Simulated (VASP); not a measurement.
# TiB2 (P6/mmm) in VASP: notebook

Runs on TiB2. Level: LDA. Tasks: single point.

Program: VASP 6.6.1. These are calculated values, not measurements. Logs are shortened: lines on timing, memory, paths and dates and some standing lists are left out, and cuts for length are marked.

**1. The cell of the first run**

It takes space group P6/mmm (No. 191, hexagonal). Conventional cell: a = 3.029 Å, b = 3.029 Å, c = 3.228 Å, α = 90.00°, β = 90.00°, γ = 120.00°. Ti (site symmetry 6/mmm) has 12 B at 2.38 Å and 6 Ti at 3.03 Å within 3.1 Å. Within 2.3 Å of B (site symmetry -6m2) lie 3 B at 1.75 Å.

**2. Single point, LDA**

Input file INCAR:

```
PREC = Accurate
ENCUT = 520
EDIFF = 1E-6
ISMEAR = 1
SIGMA = 0.15
LREAL = False
LASPH = True
NELM = 60
ALGO = Normal
ISIF = 2
LWAVE = False
LCHARG = False
GGA = CA
NBANDS = 16
```

Input file KPOINTS:

```
regular mesh
0
Gamma
  11 11 9
```

Input file POSCAR:

```
TiB2
1.0
    3.0292000000      0.0000000000      0.0000000000
   -1.5146000000      2.6233600000      0.0000000000
    0.0000000000      0.0000000000      3.2284000000
Ti B
1 2
Direct
    0.0000000000      0.0000000000      0.0000000000
    0.3333333333      0.6666666667      0.5000000000
    0.6666666667      0.3333333333      0.5000000000
```

Potentials or basis: VASP PAW LDA potentials, release 64 (Ti_sv, B).

On the command line:

```console
cat potpaw_LDA.64/Ti_sv/POTCAR potpaw_LDA.64/B/POTCAR > POTCAR
mpirun -np 1 vasp_std > vasp.out
```

OUTCAR:

```text
PREC = Accurate
   ENCUT = 520
   EDIFF = 1E-6
   ISMEAR = 1
   LREAL = False
   LASPH = True
   NELM = 60
   ISIF = 2
   GGA = CA

 ion  position               nearest neighbor table
   1  0.000  0.000  0.000-   2 2.38   2 2.38   3 2.38   3 2.38   2 2.38   3 2.38   2 2.38   3 2.38
                             3 2.38   3 2.38   2 2.38   2 2.38
   2  0.333  0.667  0.500-   3 1.75   3 1.75   3 1.75   1 2.38   1 2.38   1 2.38   1 2.38   1 2.38
                             1 2.38
   3  0.667  0.333  0.500-   2 1.75   2 1.75   2 1.75   1 2.38   1 2.38   1 2.38   1 2.38   1 2.38
                             1 2.38

  LATTYP: Found a hexagonal cell.
 ALAT       =     3.0292000000
 C/A-ratio  =     1.0657599366

  Lattice vectors:

 A1 = (   3.0292000000,   0.0000000000,   0.0000000000)
 A2 = (  -1.5146000000,   2.6233600000,   0.0000000000)
 A3 = (   0.0000000000,   0.0000000000,   3.2284000000)

Analysis of symmetry for initial positions (statically):
=====================================================================
 Subroutine PRICEL returns:
 Original cell was already a primitive cell.

 Routine SETGRP: Setting up the symmetry group for a
 hexagonal supercell.

 Subroutine GETGRP returns: Found 24 space group operations
 (whereof 24 operations were pure point group operations)
 out of a pool of 24 trial point group operations.

The static configuration has the point symmetry D_6h.

Analysis of symmetry for dynamics (positions and initial velocities):
=====================================================================
 Subroutine PRICEL returns:
 Original cell was already a primitive cell.

 Routine SETGRP: Setting up the symmetry group for a
 hexagonal supercell.

 Subroutine GETGRP returns: Found 24 space group operations
 (whereof 24 operations were pure point group operations)
 out of a pool of 24 trial point group operations.

The dynamic configuration has the point symmetry D_6h.

 Subroutine INISYM returns: Found 24 space group operations
 (whereof 24 operations are pure point group operations),
 and found     1 'primitive' translations

----------------------------------------------------------------------------------------

                                     Primitive cell

  volume of cell :      25.6551

  direct lattice vectors                    reciprocal lattice vectors
     3.029200000  0.000000000  0.000000000     0.330120164  0.190595267  0.000000000
    -1.514600000  2.623360000  0.000000000     0.000000000  0.381190534  0.000000000
     0.000000000  0.000000000  3.228400000     0.000000000  0.000000000  0.309750960

  length of vectors
     3.029200000  3.029196403  3.228400000     0.381190082  0.381190534  0.309750960

  position of ions in fractional coordinates (direct lattice)
     0.000000000  0.000000000  0.000000000
     0.333333333  0.666666667  0.500000000
     0.666666667  0.333333333  0.500000000

  ion indices of the primitive-cell ions
   primitive index   ion index
                 1           1
                 2           2
                 3           3

----------------------------------------------------------------------------------------

 KPOINTS: regular mesh

Automatic generation of k-mesh.
 Grid dimensions read from file:
 generate k-points for:   11   11    9

 Generating k-lattice:

  Cartesian coordinates                     Fractional coordinates (reciprocal lattice)
     0.030010924  0.017326842  0.000000000     0.090909091  0.000000000  0.000000000
     0.000000000  0.034653685  0.000000000     0.000000000  0.090909091  0.000000000
     0.000000000  0.000000000  0.034416773     0.000000000  0.000000000  0.111111111

  Length of vectors
     0.034653644  0.034653685  0.034416773

  Shift w.r.t. Gamma in fractional coordinates (k-lattice)
     0.000000000  0.000000000  0.000000000

 Subroutine IBZKPT returns following result:
 ===========================================

 Found     80 irreducible k-points:

 Following reciprocal coordinates:
            Coordinates               Weight
  0.000000  0.000000  0.000000      1.000000
  0.090909  0.000000  0.000000      6.000000
  0.181818  0.000000  0.000000      6.000000
  0.272727  0.000000  0.000000      6.000000
  0.363636  0.000000  0.000000      6.000000
  0.454545  0.000000  0.000000      6.000000
[... 16 lines left out ...]
  0.090909  0.090909  0.111111     12.000000
  0.181818  0.090909  0.111111     24.000000
 [... further k-points ...]
   k-points           NKPTS =     80   k-points in BZ     NKDIM =     80   number of bands    NBANDS=     16
   number of dos      NEDOS =    301   number of ions     NIONS =      3
   total plane-waves  NPLWV =  13824
   dimension x,y,z NGX =    24 NGY =   24 NGZ =   24
   dimension x,y,z NGXF=    48 NGYF=   48 NGZF=   48
   ions per type =               1   2
   NGX,Y,Z   is equivalent  to a cutoff of  13.17, 13.17, 12.36 a.u.
   NGXF,Y,Z  is equivalent  to a cutoff of  26.34, 26.34, 24.72 a.u.
 SYSTEM =  unknown system
   PREC   = accura    normal or accurate (medium, high low for compatibility)
   ISTART =      0    job   : 0-new  1-cont  2-samecut
   ICHARG =      2    charge: 1-file 2-atom 10-const
   ISPIN  =      1    spin polarized calculation?
   LNONCOLLINEAR =      F non collinear calculations
   LSORBIT =      F    spin-orbit coupling
   LASPH  =      T    aspherical Exc in radial PAW
   ENCUT  =  520.0 eV  38.22 Ry    6.18 a.u.   5.63  5.63  6.00*2*pi/ulx,y,z
   NELM   =     60;   NELMIN=  2; NELMDL= -5     # of ELM steps
   EDIFF  = 0.1E-05   stopping-criterion for ELM
   LREAL  =      F    real-space projection
   EDIFFG = 0.1E-04   stopping-criterion for IOM
   NSW    =      0    number of steps for IOM
   IBRION =     -1    ionic relax: 0-MD 1-quasi-New 2-CG
   NFREE  =      0    steps in history (QN), initial steepest desc. (CG)
   ISIF   =      2    stress and relaxation
   ISYM   =      2    0-nonsym 1-usesym 2-fastsym
   POTIM  = 0.5000    time-step for ionic-motion
   TEBEG  =    0.0;   TEEND  =   0.0 temperature during run
   PSTRESS=    0.0 pullay stress
   NELECT =      18.0000    total number of electrons
   NUPDOWN=      -1.0000    fix difference up-down
   EMIN   =  10.00;   EMAX   =-10.00  energy-range for DOS
   EFERMI =   0.00;   METHOD = LEGACY
   ISMEAR =     1;   SIGMA  =   0.15  broadening in eV -4-tet -1-fermi 0-gaus
   EFERMI_NEDOS =   21; number of points for ismear=-14 and -15
   IALGO  =     38    algorithm
   IMIX   =      4    mixing-type and parameters
     AMIX     =   0.40;   BMIX     =  1.00
     AMIX_MAG =   1.60;   BMIX_MAG =  1.00
  volume/ion in A,a.u.               =       8.55        57.71
  Fermi-wavevector in a.u.,A,eV,Ry     =   1.454704  2.748992 28.792152  2.116163
  Thomas-Fermi vector in A             =   2.571824
   LORBIT       =      0    0 simple, 1 ext, 2 COOP (PROOUT), +10 PAW based schemes
   GGA     = CA    functional components
   LHFCALC =     F    Hartree Fock is set to
   AEXX    =    0.0000 exact exchange contribution
   IVDW    =     0    specifies the selected vdW correction
   LEPSILON=     F    determine dielectric tensor
   LRPA    =     F    only Hartree local field effects (RPA)
 non-spin polarized calculation
 Methfessel and Paxton  Order N= 1 SIGMA  =   0.15
  energy-cutoff  :      520.00
  volume of cell :       25.66
 maximum number of plane-waves:       721
 NGX is ok and might be reduce to    24
   NGX = 11   NGY = 11   NGZ = 13

 number of electron      18.0000003 magnetization

 Free energy of the ion-electron system (eV)
  ---------------------------------------------------
  ext. energy  EPLUGINS =         0.00000000
  ---------------------------------------------------
  free energy    TOTEN  =       -26.88360812 eV

  energy without entropy =      -26.88357346  energy(sigma->0) =      -26.88359657

 E-fermi :   9.8820     XC(G=0): -12.9525

 val. band max:        9.8730423578   @ k =   0.1818   0.1818   0.1111
 cond. band min:       9.9007121183   @ k =   0.0909   0.0000   0.3333
 fundamental gap:      0.0276697605
 Fermi energy:         9.8819640430

 k-point     1 :       0.0000    0.0000    0.0000
  band No.  band energies     occupation
      1     -46.3250      2.00000
      2     -23.0667      2.00000
      3     -22.7436      2.00000
      4     -22.7435      2.00000
      5      -3.3736      2.00000
      6       7.3325      2.00000
[... 8 lines left out ...]
     15      15.7235      0.00000
     16      17.0264      0.00000

 k-point     2 :       0.0909    0.0000    0.0000
  band No.  band energies     occupation
      1     -46.3205      2.00000
      2     -23.0610      2.00000
      3     -22.7777      2.00000
      4     -22.7513      2.00000
      5      -3.2156      2.00000
      6       6.8945      2.00000
[... 8 lines left out ...]
     15      16.6351      0.00000
     16      17.5100      0.00000

 k-point     3 :       0.1818    0.0000    0.0000
  band No.  band energies     occupation
      1     -46.3082      2.00000
      2     -23.0457      2.00000
      3     -22.8685      2.00000
      4     -22.7720      2.00000
      5      -2.7527      2.00000
      6       5.7919      2.00000
[... 8 lines left out ...]
     15      17.9379      0.00000
     16      18.4626      0.00000

 k-point     4 :       0.2727    0.0000    0.0000
  band No.  band energies     occupation
      1     -46.2920      2.00000
      2     -23.0257      2.00000
      3     -22.9855      2.00000
      4     -22.7990      2.00000
      5      -2.0141      2.00000
      6       4.3881      2.00000
[... 8 lines left out ...]
     15      17.2732      0.00000
     16      19.1307      0.00000
[... 324 lines left out ...]
 k-point    22 :       0.4545    0.0000    0.1111
  band No.  band energies     occupation
      1     -46.2666      2.00000
      2     -23.1497      2.00000
      3     -23.0178      2.00000
      4     -22.8356      2.00000
      5       0.1997      2.00000
      6       1.5002      2.00000
[... 8 lines left out ...]
     15      18.1522      0.00000
     16      19.1456      0.00000

 k-point    23 :       0.0909    0.0909    0.1111
  band No.  band energies     occupation
      1     -46.3102      2.00000
      2     -23.0744      2.00000
      3     -22.8356      2.00000
      4     -22.7655      2.00000
      5      -2.7545      2.00000
      6       6.2844      2.00000
[... 8 lines left out ...]
     15      17.5412      0.00000
     16      17.7533      0.00000

 k-point    24 :       0.1818    0.0909    0.1111
  band No.  band energies     occupation
      1     -46.2960      2.00000
      2     -23.0561      2.00000
      3     -22.9337      2.00000
      4     -22.7943      2.00000
      5      -2.1712      2.00000
      6       5.1068      2.00000
[... 8 lines left out ...]
     15      17.8454      0.00000
     16      18.9789      0.00000

 [... further k-points ...]

------------------------ aborting loop because EDIFF is reached ----------------------------------------

  FORCE on cell =-STRESS in cart. coord.  units (eV):
  Direction    XX          YY          ZZ          XY          YZ          ZX
  --------------------------------------------------------------------------------------
  -------------------------------------------------------------------------------------
  Total       -1.6336013     -1.6335961     -1.9056156      0.0000000      0.0000000     -0.0000000
  in kB     -102.0195644   -102.0192414   -119.0070515      0.0000000      0.0000000     -0.0000000
  external PRESSURE =    -107.6819525 kB  Pullay stress =       0.0000000 kB

 VOLUME and BASIS-vectors are now :
 -----------------------------------------------------------------------------
  energy-cutoff  :      520.00
  volume of cell :       25.66
      direct lattice vectors                 reciprocal lattice vectors
     3.029200000  0.000000000  0.000000000     0.330120164  0.190595267  0.000000000
    -1.514600000  2.623360000  0.000000000     0.000000000  0.381190534  0.000000000
     0.000000000  0.000000000  3.228400000     0.000000000  0.000000000  0.309750960

 POSITION                                       TOTAL-FORCE (eV/Angst)
 -----------------------------------------------------------------------------------
      0.00000      0.00000      0.00000        -0.000000      0.000000      0.000000
     -0.00000      1.74891      1.61420        -0.000000      0.000000      0.000000
      1.51460      0.87445      1.61420         0.000000      0.000000      0.000000
 -----------------------------------------------------------------------------------
    total drift:                               -0.000000      0.000000      0.000000

  FREE ENERGIE OF THE ION-ELECTRON SYSTEM (eV)
  ---------------------------------------------------
  free  energy   TOTEN  =       -26.8836081198 eV

  energy  without entropy=      -26.8835734594  energy(sigma->0) =      -26.88359657
```

Wall time 19 s (1 thread of Intel Xeon Platinum 8259CL at 2.50GHz (Skylake/Cascade Lake), shared host); peak memory 0.15 GiB.

What came out:

```
Free energy            : -26.8836 eV
Pressure               : -10.8 GPa
Band gap on the k mesh : zero (band 9 reaches 10.10 eV, above the bottom of band 10 at 9.65 eV)
```

Stress tensor (GPa, compression positive):
```
-10.20   0.00   0.00
  0.00 -10.20   0.00
  0.00   0.00 -11.90
```

Levels at points of the mesh, in eV from the Fermi level:
```
           k point  band 7  band 8  band 9  band 10  band 11  band 12
(0.00, 0.00, 0.00)   -2.55   -2.22   -2.08     1.91     1.91     3.67
```

**3. Single point, LDA**

This run uses another cell than the first one, of 8.72 Å³/atom, 1.020 times its volume.

Input file INCAR:

```
ALGO = Normal ; EDIFF = 1E-6
ENCUT = 520 ; ISIF = 2
ISMEAR = 1 ; LASPH = T
LCHARG = F ; LREAL = F
LWAVE = F ; NBANDS = 16
NELM = 60 ; PREC = Accurate
SIGMA = 0.15
```

Input file KPOINTS:

```
k-points
0
Gamma
  11 11 9
```

Input file POSCAR:

```
TiB2
1.0
    3.0492615118      0.0000000000      0.0000000000
   -1.5246307559      2.6407337514      0.0000000000
    0.0000000000      0.0000000000      3.2497807555
Ti B
1 2
Direct
    0.0000000000      0.0000000000      0.0000000000
    0.3333333333      0.6666666667      0.5000000000
    0.6666666667      0.3333333333      0.5000000000
```

Potentials or basis: VASP PAW LDA potentials, release 64 (Ti_sv, B).

On the command line:

```console
cat potpaw_LDA.64/Ti_sv/POTCAR potpaw_LDA.64/B/POTCAR > POTCAR
mpirun -np 1 vasp_std > vasp.out
```

Run time: 22 s. Hardware: 1 thread of Intel Xeon Platinum 8259CL at 2.50GHz (Skylake/Cascade Lake), shared host; peak memory 0.14 GiB.

The run converged. Its results:

```yaml
Free_energy: -26.8421 eV
Pressure: -15.3 GPa
Band_gap_on_the_k_mesh: zero (band 9 reaches 9.87 eV, above the bottom of band 10 at 9.44 eV)
```

Stress tensor (GPa, compression positive):
```
-15.10   0.00   0.00
  0.00 -15.10   0.00
  0.00   0.00 -15.69
```

Levels at points of the mesh, in eV from the Fermi level:
```
           k point  band 6  band 7  band 8  band 9  band 10  band 11  band 12  band 13
(0.00, 0.00, 0.00)   -2.51   -2.51   -2.21   -2.03     1.85     1.85     3.58     3.58
```

**4. Single point, LDA**

This run uses another cell than the first one, of 8.89 Å³/atom, 1.040 times its volume.

Input file INCAR:

```
SYSTEM = TiB2
ALGO = Normal ; EDIFF = 1E-6
ENCUT = 520 ; GGA = CA
ISIF = 2 ; ISMEAR = 1
LASPH = .TRUE. ; LCHARG = .FALSE.
LREAL = .FALSE. ; LWAVE = .FALSE.
NBANDS = 16 ; NELM = 100
PREC = Accurate ; SIGMA = 0.15
```

Input file KPOINTS:

```
k-points
0
G
  11 11 9
  0 0 0
```

Input file POSCAR:

```
TiB2
1.0
    3.0690624661      0.0000000000      0.0000000000
   -1.5345312330      2.6578818536      0.0000000000
    0.0000000000      0.0000000000      3.2708838193
Ti B
1 2
Direct
    0.0000000000      0.0000000000      0.0000000000
    0.3333333333      0.6666666667      0.5000000000
    0.6666666667      0.3333333333      0.5000000000
```

On the command line:

```console
cat potpaw_LDA.64/Ti_sv/POTCAR potpaw_LDA.64/B/POTCAR > POTCAR
mpirun -np 1 vasp_std > vasp.out
```

Wall time 20 s (1 thread of Intel Xeon Platinum 8259CL at 2.50GHz (Skylake/Cascade Lake), shared host); peak memory 0.15 GiB.

It converged, with:

* Free energy: -26.7868 eV
* Pressure: -19.4 GPa
* Band gap on the k mesh: zero (band 9 reaches 9.65 eV, above the bottom of band 10 at 9.24 eV)

Stress tensor (GPa, compression positive):
```
-19.53   0.00   0.00
  0.00 -19.53   0.00
  0.00   0.00 -19.10
```

Levels at points of the mesh, in eV from the Fermi level:
```tsv
k point	band 7	band 8	band 9	band 10	band 11	band 12
(0.00, 0.00, 0.00)	-2.46	-2.20	-1.98	1.80	1.80	3.50
```

**5. Single point, LDA**

This run uses another cell than the first one, of 9.06 Å³/atom, 1.060 times its volume.

Input file INCAR:

```
PREC = Accurate ; ENCUT = 520
EDIFF = 1E-7 ; ISMEAR = 1
SIGMA = 0.15 ; LREAL = F
LASPH = T ; NELM = 100
ALGO = Normal ; ISIF = 2
LWAVE = F ; LCHARG = T
LELF = T ; LVHAR = T
NBANDS = 16
```

Input file KPOINTS:

```
regular mesh
0
Gamma
  11 11 9
```

Input file POSCAR:

```
TiB2
1.0
    3.0886111617      0.0000000000      0.0000000000
   -1.5443055808      2.6748114938      0.0000000000
    0.0000000000      0.0000000000      3.2917180359
Ti B
1 2
Direct
    0.0000000000      0.0000000000      0.0000000000
    0.3333333333      0.6666666667      0.5000000000
    0.6666666667      0.3333333333      0.5000000000
```

On the command line:

```console
cat potpaw_LDA.64/Ti_sv/POTCAR potpaw_LDA.64/B/POTCAR > POTCAR
mpirun -np 1 vasp_std > vasp.out
```

Run time: 22 s. Hardware: 1 thread of Intel Xeon Platinum 8259CL at 2.50GHz (Skylake/Cascade Lake), shared host; peak memory 0.15 GiB.

Results (log left out):

* Free energy: -26.7190 eV
* Pressure: -23.1 GPa
* Band gap on the k mesh: zero (band 9 reaches 9.44 eV, above the bottom of band 10 at 9.04 eV)

Stress tensor (GPa, compression positive):
```
-23.56   0.00   0.00
  0.00 -23.56   0.00
  0.00   0.00 -22.15
```

Levels at points of the mesh, in eV from the Fermi level:
```csv
k point,band 5,band 6,band 7,band 8,band 9,band 10,band 11,band 12,band 13,band 14
"(0.00, 0.00, 0.00)",-12.93,-2.42,-2.42,-2.19,-1.94,1.75,1.75,3.41,3.41,5.60
```

**6. Summary**

| cell | gap on the mesh (eV) | pressure (GPa) |
| --- | --- | --- |
| a = 3.029, b = 3.029, c = 3.228 Å, angles 90.0, 90.0, 120.0°, 3 atoms | none | -10.8 |
| a = 3.049, b = 3.049, c = 3.250 Å, angles 90.0, 90.0, 120.0°, 3 atoms | none | -15.3 |
| a = 3.069, b = 3.069, c = 3.271 Å, angles 90.0, 90.0, 120.0°, 3 atoms | none | -19.4 |
| a = 3.089, b = 3.089, c = 3.292 Å, angles 90.0, 90.0, 120.0°, 3 atoms | none | -23.1 |

Alike in all rows: task single point; level LDA; potentials or basis VASP PAW LDA potentials, release 64 (Ti_sv, B); no spin polarisation; k mesh 11 × 11 × 9; cutoff (eV) 520; smearing methfessel-paxton 0.15 eV.

Total energies depend on the potentials used, so only differences within one code and one set of settings carry meaning.
